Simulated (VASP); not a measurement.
# BaS (Fm-3m) in VASP: a series of runs

BaS is run at these levels: PBE0; tasks: single point.

Everything below comes from runs of VASP 6.6.1. Logs are shortened: lines on timing, memory, paths and dates and some standing lists are left out, and cuts for length are marked.

## (1) The cell of the first run

It takes space group Fm-3m (No. 225, cubic). The conventional cell has a = 6.301 Å, b = 6.301 Å, c = 6.301 Å, α = 90.00°, β = 90.00°, γ = 90.00°. Within 4.1 Å of Ba (site symmetry m-3m) lie 6 S at 3.15 Å. S (site symmetry m-3m) has 6 Ba at 3.15 Å within 4.1 Å.

## (2) Single point, PBE0

Input file POSCAR:

```
BaS
1.0
    0.0000000000      3.1505859250      3.1505859250
    3.1505859250      0.0000000000      3.1505859250
    3.1505859250      3.1505859250      0.0000000000
Ba S
1 1
Direct
    0.0000000000      0.0000000000      0.0000000000
    0.5000000000      0.5000000000      0.5000000000
```

Input file INCAR.step1:

```
SYSTEM = BaS
ALGO = Normal
EDIFF = 1E-5
ENCUT = 520
GGA = PE
ISIF = 2
ISMEAR = -1
LASPH = .True.
LCHARG = .False.
LREAL = .False.
LWAVE = .True.
NBANDS = 15
NELM = 100
PREC = Accurate
SIGMA = 0.05
```

Input file INCAR.step2:

```
SYSTEM = BaS
AEXX = 0.25
ALGO = Normal
EDIFF = 1E-6
ENCUT = 520
GGA = PE
ISIF = 2
ISMEAR = -1
ISTART = 1
LASPH = .True.
LCHARG = .False.
LHFCALC = .True.
LREAL = .False.
LWAVE = .False.
NBANDS = 15
NELM = 100
PREC = Accurate
PRECFOCK = Normal
SIGMA = 0.05
```

Input file KPOINTS:

```
k-points
0
Gamma
  4 4 4
  0 0 0
```

Potentials or basis: VASP PAW PBE potentials, release 64 (Ba_sv, S).

Run with:

```console
$ cat potpaw_PBE.64/Ba_sv/POTCAR potpaw_PBE.64/S/POTCAR > POTCAR
$ cp INCAR.step1 INCAR
$ mpirun -np 1 vasp_std > vasp.out
$ cp INCAR.step2 INCAR
$ mpirun -np 1 vasp_std > vasp.out
```

OUTCAR:

```text
SYSTEM = BaS
   AEXX = 0.25
   EDIFF = 1E-6
   ENCUT = 520
   GGA = PE
   ISIF = 2
   ISMEAR = -1
   ISTART = 1
   LASPH = .True.
   LHFCALC = .True.
   LREAL = .False.
   NELM = 100
   PREC = Accurate
   PRECFOCK = Normal

 ion  position               nearest neighbor table
   1  0.000  0.000  0.000-   2 3.15   2 3.15   2 3.15   2 3.15   2 3.15   2 3.15
   2  0.500  0.500  0.500-   1 3.15   1 3.15   1 3.15   1 3.15   1 3.15   1 3.15

  LATTYP: Found a face centered cubic cell.
 ALAT       =     6.3011718500

  Lattice vectors:

 A1 = (   0.0000000000,   3.1505859250,   3.1505859250)
 A2 = (   3.1505859250,   0.0000000000,   3.1505859250)
 A3 = (   3.1505859250,   3.1505859250,   0.0000000000)

Analysis of symmetry for initial positions (statically):
=====================================================================
 Subroutine PRICEL returns:
 Original cell was already a primitive cell.

 Routine SETGRP: Setting up the symmetry group for a
 face centered cubic supercell.

 Subroutine GETGRP returns: Found 48 space group operations
 (whereof 48 operations were pure point group operations)
 out of a pool of 48 trial point group operations.

The static configuration has the point symmetry O_h .

Analysis of symmetry for dynamics (positions and initial velocities):
=====================================================================
 Subroutine PRICEL returns:
 Original cell was already a primitive cell.

 Routine SETGRP: Setting up the symmetry group for a
 face centered cubic supercell.

 Subroutine GETGRP returns: Found 48 space group operations
 (whereof 48 operations were pure point group operations)
 out of a pool of 48 trial point group operations.

The dynamic configuration has the point symmetry O_h .

 Subroutine INISYM returns: Found 48 space group operations
 (whereof 48 operations are pure point group operations),
 and found     1 'primitive' translations

----------------------------------------------------------------------------------------

                                     Primitive cell

  volume of cell :      62.5466

  direct lattice vectors                    reciprocal lattice vectors
     0.000000000  3.150585925  3.150585925    -0.158700639  0.158700639  0.158700639
     3.150585925  0.000000000  3.150585925     0.158700639 -0.158700639  0.158700639
     3.150585925  3.150585925  0.000000000     0.158700639  0.158700639 -0.158700639

  length of vectors
[... 83 lines left out ...]
   IMIX   =      1    mixing-type and parameters
     AMIX     =   0.40;   BMIX     =  1.00
     AMIX_MAG =   1.60;   BMIX_MAG =  1.00
  volume/ion in A,a.u.               =      31.27       211.04
  Fermi-wavevector in a.u.,A,eV,Ry     =   1.039234  1.963868 14.694402  1.080008
  Thomas-Fermi vector in A             =   2.173755
   LORBIT       =      0    0 simple, 1 ext, 2 COOP (PROOUT), +10 PAW based schemes
   GGA     = PE    functional components
   LHFCALC =     T    Hartree Fock is set to
   PRECFOCK=normal    Normal, Fast or Accurate (Low or Medium for compatibility)
   ENCUT4O =  -1.0   cutoff for four orbital integrals eV
   NKREDX  =     1    reduce k-point grid by
   NKREDY  =     1    reduce k-point grid by
   NKREDZ  =     1    reduce k-point grid by
   AEXX    =    0.2500 exact exchange contribution
   HFSCREEN=    0.0000 screening length (either q_TF or 0.3 A-1)
   HFSCREENC=   0.0000 screening length for correlation (either q_TF or 0.3 A-1)
   ENCUTFOCK=  -1.0 apply spherical cutoff to Coloumb kernel
   IVDW    =     0    specifies the selected vdW correction
   LEPSILON=     F    determine dielectric tensor
   LRPA    =     F    only Hartree local field effects (RPA)
 non-spin polarized calculation
  energy-cutoff  :      520.00
  volume of cell :       62.55
 maximum number of plane-waves:      1708
 NGX is ok and might be reduce to    36
  NGX = 28; NGY = 28; NGZ = 28

 number of electron      15.9999998 magnetization

 Free energy of the ion-electron system (eV)
  ---------------------------------------------------
  ext. energy  EPLUGINS =         0.00000000
  ---------------------------------------------------
  free energy    TOTEN  =       -12.10112107 eV

  energy without entropy =      -12.10112107  energy(sigma->0) =      -12.10112107

 E-fermi :   1.6840     XC(G=0):  -6.9616

 val. band max:        0.6288391086   @ k =   0.0000   0.0000   0.0000
 cond. band min:       4.2922440144   @ k =   0.5000   0.5000   0.0000
 fundamental gap:      3.6634049057
 Fermi energy:         1.6839999154

 k-point     1 :       0.0000    0.0000    0.0000
  band No.  band energies     occupation
      1     -27.0872      2.00000
      2     -11.0700      2.00000
      3     -11.0700      2.00000
      4     -11.0700      2.00000
      5     -10.9230      2.00000
      6       0.6288      2.00000
      7       0.6288      2.00000
      8       0.6288      2.00000
      9       6.1345      0.00000
     10       6.2932      0.00000
     11       6.2932      0.00000
     12       6.2932      0.00000
     13       7.2907      0.00000
     14       7.2907      0.00000
[... 113 lines left out ...]
      2     -11.9611      2.00000
      3     -11.5119      2.00000
      4     -11.5119      2.00000
      5      -9.9092      2.00000
      6      -0.6676      2.00000
      7       0.1084      2.00000
      8       0.1084      2.00000
      9       6.7316      0.00000
     10       6.7316      0.00000
     11       9.1200      0.00000
     12       9.6427      0.00000
     13      10.4813      0.00000
     14      12.7247      0.00000
     15      13.6257      0.00000

------------------------ aborting loop because EDIFF is reached ----------------------------------------

  FORCE on cell =-STRESS in cart. coord.  units (eV):
  Direction    XX          YY          ZZ          XY          YZ          ZX
  --------------------------------------------------------------------------------------
  -------------------------------------------------------------------------------------
  Total        1.2015028      1.2015028      1.2015028      0.0000000      0.0000000     -0.0000000
  in kB       30.7773611     30.7773611     30.7773611      0.0000000      0.0000000     -0.0000000
  external PRESSURE =      30.7773611 kB  Pullay stress =       0.0000000 kB

 VOLUME and BASIS-vectors are now :
 -----------------------------------------------------------------------------
  energy-cutoff  :      520.00
  volume of cell :       62.55
      direct lattice vectors                 reciprocal lattice vectors
     0.000000000  3.150585925  3.150585925    -0.158700639  0.158700639  0.158700639
     3.150585925  0.000000000  3.150585925     0.158700639 -0.158700639  0.158700639
     3.150585925  3.150585925  0.000000000     0.158700639  0.158700639 -0.158700639

 POSITION                                       TOTAL-FORCE (eV/Angst)
 -----------------------------------------------------------------------------------
      0.00000      0.00000      0.00000        -0.000000     -0.000000      0.000000
      3.15059      3.15059      3.15059         0.000000      0.000000     -0.000000
 -----------------------------------------------------------------------------------
    total drift:                               -0.000000     -0.000000      0.000000

  FREE ENERGIE OF THE ION-ELECTRON SYSTEM (eV)
  ---------------------------------------------------
  free  energy   TOTEN  =       -12.1011210655 eV

  energy  without entropy=      -12.1011210654  energy(sigma->0) =      -12.10112107
```

Wall time 8.8 min (1 thread of AMD EPYC 7R13 (Zen 3), shared host); peak memory 0.19 GiB.

What came out:

```yaml
Free_energy: -12.1011 eV
Pressure: 3.1 GPa
Band_gap_on_the_k_mesh: 3.66 eV (least direct gap 3.80 eV)
```

Levels at points of the mesh, in eV from the valence-band top:
```tsv
k point	band 5	band 6	band 7	band 8	band 9	band 10	band 11	band 12
(0.00, 0.00, 0.00)	-11.55	0.00	0.00	0.00	5.51	5.66	5.66	5.66
(0.50, 0.00, 0.00)	-9.76	-2.21	-1.27	-1.27	7.50	7.61	8.48	8.48
(0.50, 0.50, 0.00)	-11.45	-0.56	-0.14	-0.14	3.66	7.97	8.21	9.82
```

Caveat: the k points lie up to 0.43 Å⁻¹ apart; the PAW data sets were made with another functional, which shifts forces and pressure a little; spin-orbit coupling is left out, which moves the levels of the heavy elements. A k mesh can miss the band edges.

## (3) Single point, PBE0

This run uses another cell than the first one, of 31.92 Å³/atom.

Input file POSCAR:

```
BaS
1.0
    0.0000000000      3.1723147904      3.1723147904
    3.1723147904      0.0000000000      3.1723147904
    3.1723147904      3.1723147904      0.0000000000
Ba S
1 1
Direct
    0.0000000000      0.0000000000      0.0000000000
    0.5000000000      0.5000000000      0.5000000000
```

Input file INCAR.step1:

```
PREC = Accurate
ENCUT = 520
EDIFF = 1E-5
ISMEAR = -1
SIGMA = 0.05
LREAL = False
LASPH = True
NELM = 60
ALGO = Normal
ISIF = 2
LWAVE = True
GGA = PE
NBANDS = 15
```

Input file INCAR.step2:

```
PREC = Accurate
ENCUT = 520
EDIFF = 1E-6
ISMEAR = -1
SIGMA = 0.05
LREAL = False
LASPH = True
NELM = 60
ALGO = Normal
ISIF = 2
LWAVE = False
LCHARG = True
GGA = PE
LHFCALC = True
AEXX = 0.25
PRECFOCK = Normal
LELF = True
LVHAR = True
ISTART = 1
NBANDS = 15
```

Input file KPOINTS:

```
regular mesh
0
Gamma
  4 4 4
```

Potentials or basis: VASP PAW PBE potentials, release 64 (Ba_sv, S).

Run with:

```console
$ cat potpaw_PBE.64/Ba_sv/POTCAR potpaw_PBE.64/S/POTCAR > POTCAR
$ cp INCAR.step1 INCAR
$ mpirun -np 1 vasp_std > vasp.out
$ cp INCAR.step2 INCAR
$ mpirun -np 1 vasp_std > vasp.out
```

Wall time 8.8 min (1 thread of AMD EPYC 7R13 (Zen 3), shared host); peak memory 0.19 GiB.

It converged, with:

```yaml
Free_energy: -12.1216 eV
Pressure: 1.9 GPa
Band_gap_on_the_k_mesh: 3.70 eV (least direct gap 3.85 eV)
```

Levels at points of the mesh, in eV from the valence-band top:
```
           k point  band 5  band 6  band 7  band 8  band 9  band 10  band 11  band 12
(0.00, 0.00, 0.00)  -11.52    0.00    0.00    0.00    5.39     5.66     5.66     5.66
(0.50, 0.00, 0.00)   -9.84   -2.16   -1.22   -1.22    7.43     7.53     8.40     8.40
(0.50, 0.50, 0.00)  -11.41   -0.59   -0.15   -0.15    3.70     7.91     8.07     9.70
```

Caveat: the k points lie up to 0.43 Å⁻¹ apart; the PAW data sets were made with another functional, which shifts forces and pressure a little; spin-orbit coupling is left out, which moves the levels of the heavy elements. A k mesh can miss the band edges.

## (4) Single point, PBE0

This run uses another cell than the first one, of 33.23 Å³/atom.

Input file POSCAR:

```
BaS
1.0
    0.0000000000      3.2149012787      3.2149012787
    3.2149012787      0.0000000000      3.2149012787
    3.2149012787      3.2149012787      0.0000000000
Ba S
1 1
Direct
    0.0000000000      0.0000000000      0.0000000000
    0.5000000000      0.5000000000      0.5000000000
```

Input file INCAR.step1:

```
SYSTEM = BaS
PREC = Accurate
ENCUT = 520
EDIFF = 1E-5
ISMEAR = -1
SIGMA = 0.05
LREAL = .False.
LASPH = .True.
NELM = 80
ALGO = Normal
ISIF = 2
LWAVE = .True.
NBANDS = 15
GGA = PE
```

Input file INCAR.step2:

```
SYSTEM = BaS
PREC = Accurate
ENCUT = 520
EDIFF = 1E-6
ISMEAR = -1
SIGMA = 0.05
LREAL = .False.
LASPH = .True.
NELM = 80
ALGO = Normal
ISIF = 2
LWAVE = .False.
LCHARG = .True.
GGA = PE
LHFCALC = .True.
AEXX = 0.25
PRECFOCK = Normal
LELF = .True.
LVHAR = .True.
NBANDS = 15
ISTART = 1
```

Input file KPOINTS:

```
Automatic mesh
0
Gamma
  4 4 4
  0 0 0
```

Run with:

```console
$ cat potpaw_PBE.64/Ba_sv/POTCAR potpaw_PBE.64/S/POTCAR > POTCAR
$ cp INCAR.step1 INCAR
$ mpirun -np 1 vasp_std > vasp.out
$ cp INCAR.step2 INCAR
$ mpirun -np 1 vasp_std > vasp.out
```

It took 9.7 min on 1 thread of AMD EPYC 7R13 (Zen 3), shared host; peak memory 0.19 GiB.

Results (log left out):

```yaml
Free_energy: -12.1371 eV
Pressure: 0.0 GPa
Band_gap_on_the_k_mesh: 3.77 eV (least direct gap 3.94 eV)
```

Levels at points of the mesh, in eV from the valence-band top:
| k point | band 5 | band 6 | band 7 | band 8 | band 9 | band 10 | band 11 | band 12 |
| --- | --- | --- | --- | --- | --- | --- | --- | --- |
| (0.00, 0.00, 0.00) | -11.45 | 0.00 | 0.00 | 0.00 | 5.18 | 5.66 | 5.66 | 5.66 |
| (0.50, 0.00, 0.00) | -9.99 | -2.07 | -1.14 | -1.14 | 7.30 | 7.38 | 8.24 | 8.24 |
| (0.50, 0.50, 0.00) | -11.34 | -0.64 | -0.17 | -0.17 | 3.77 | 7.80 | 7.81 | 9.48 |

Caveat: the k points lie up to 0.42 Å⁻¹ apart; the PAW data sets were made with another functional, which shifts forces and pressure a little; spin-orbit coupling is left out, which moves the levels of the heavy elements. A k mesh can miss the band edges.

## (5) Single point, PBE0

This run uses another cell than the first one, of 33.88 Å³/atom.

Input file POSCAR:

```
BaS
1.0
    0.0000000000      3.2357778460      3.2357778460
    3.2357778460      0.0000000000      3.2357778460
    3.2357778460      3.2357778460      0.0000000000
Ba S
1 1
Direct
    0.0000000000      0.0000000000      0.0000000000
    0.5000000000      0.5000000000      0.5000000000
```

Input file INCAR.step1:

```
SYSTEM = BaS
PREC     = Accurate       ! precision mode
ENCUT    = 520            ! plane-wave cutoff, eV
EDIFF    = 1E-5           ! SCF threshold, eV
ISMEAR   = -1             ! smearing method
SIGMA    = 0.05           ! smearing width, eV
LREAL    = .FALSE.        ! projectors in reciprocal space
LASPH    = .TRUE.         ! aspherical terms in the spheres
NELM     = 80             ! most SCF steps
ALGO     = Normal         ! electronic algorithm
ISIF     = 2              ! what is computed and relaxed
LWAVE    = .TRUE.         ! write WAVECAR
LCHARG   = .FALSE.        ! write CHGCAR
GGA      = PE             ! functional
NBANDS   = 15             ! bands
```

Input file INCAR.step2:

```
SYSTEM = BaS
PREC     = Accurate       ! precision mode
ENCUT    = 520            ! plane-wave cutoff, eV
EDIFF    = 1E-6           ! SCF threshold, eV
ISMEAR   = -1             ! smearing method
SIGMA    = 0.05           ! smearing width, eV
LREAL    = .FALSE.        ! projectors in reciprocal space
LASPH    = .TRUE.         ! aspherical terms in the spheres
NELM     = 80             ! most SCF steps
ALGO     = Normal         ! electronic algorithm
ISIF     = 2              ! what is computed and relaxed
LWAVE    = .FALSE.        ! write WAVECAR
LCHARG   = .FALSE.        ! write CHGCAR
GGA      = PE             ! functional
LHFCALC  = .TRUE.         ! exact exchange
AEXX     = 0.25           ! exact-exchange fraction
PRECFOCK = Normal       
ISTART   = 1            
NBANDS   = 15             ! bands
```

Input file KPOINTS:

```
Automatic mesh
0
G
  4 4 4
  0 0 0
```

Run with:

```console
$ cat potpaw_PBE.64/Ba_sv/POTCAR potpaw_PBE.64/S/POTCAR > POTCAR
$ cp INCAR.step1 INCAR
$ mpirun -np 1 vasp_std > vasp.out
$ cp INCAR.step2 INCAR
$ mpirun -np 1 vasp_std > vasp.out
```

Run time: 11 min. Hardware: 1 thread of AMD EPYC 7R13 (Zen 3), shared host; peak memory 0.18 GiB.

The run converged. Its results:

```
Free energy            : -12.1339 eV
Pressure               : -0.8 GPa
Band gap on the k mesh : 3.80 eV (least direct gap 3.98 eV)
```

Levels at points of the mesh, in eV from the valence-band top:
```csv
k point,band 4,band 5,band 6,band 7,band 8,band 9,band 10,band 11,band 12,band 13
"(0.00, 0.00, 0.00)",-11.97,-11.42,0.00,0.00,0.00,5.08,5.65,5.65,5.65,6.56
"(0.50, 0.00, 0.00)",-12.00,-10.06,-2.02,-1.10,-1.10,7.23,7.31,8.16,8.16,10.73
"(0.50, 0.50, 0.00)",-12.15,-11.31,-0.66,-0.18,-0.18,3.80,7.69,7.75,9.37,9.37
```

Caveat: the k points lie up to 0.42 Å⁻¹ apart; the PAW data sets were made with another functional, which shifts forces and pressure a little; spin-orbit coupling is left out, which moves the levels of the heavy elements. A k mesh can miss the band edges.

## (6) Overview

| cell | gap on the mesh (eV) | pressure (GPa) |
| --- | --- | --- |
| a = 4.456 Å, angles 60.0°, 2 atoms | 3.66 | 3.1 |
| a = 4.486 Å, angles 60.0°, 2 atoms | 3.70 | 1.9 |
| a = 4.547 Å, angles 60.0°, 2 atoms | 3.77 | 0.0 |
| a = 4.576 Å, angles 60.0°, 2 atoms | 3.80 | -0.8 |

Alike in all rows: task single point; level PBE0; potentials or basis VASP PAW PBE potentials, release 64 (Ba_sv, S); no spin polarisation; k mesh 4 × 4 × 4; cutoff (eV) 520; smearing fermi-dirac 0.05 eV.

Caveats: all runs use coarse meshes; the PAW data sets were made with another functional, which shifts forces and pressure a little; spin-orbit coupling is left out, which moves the levels of the heavy elements.

Total energies depend on the potentials used, so only differences within one code and one set of settings carry meaning.
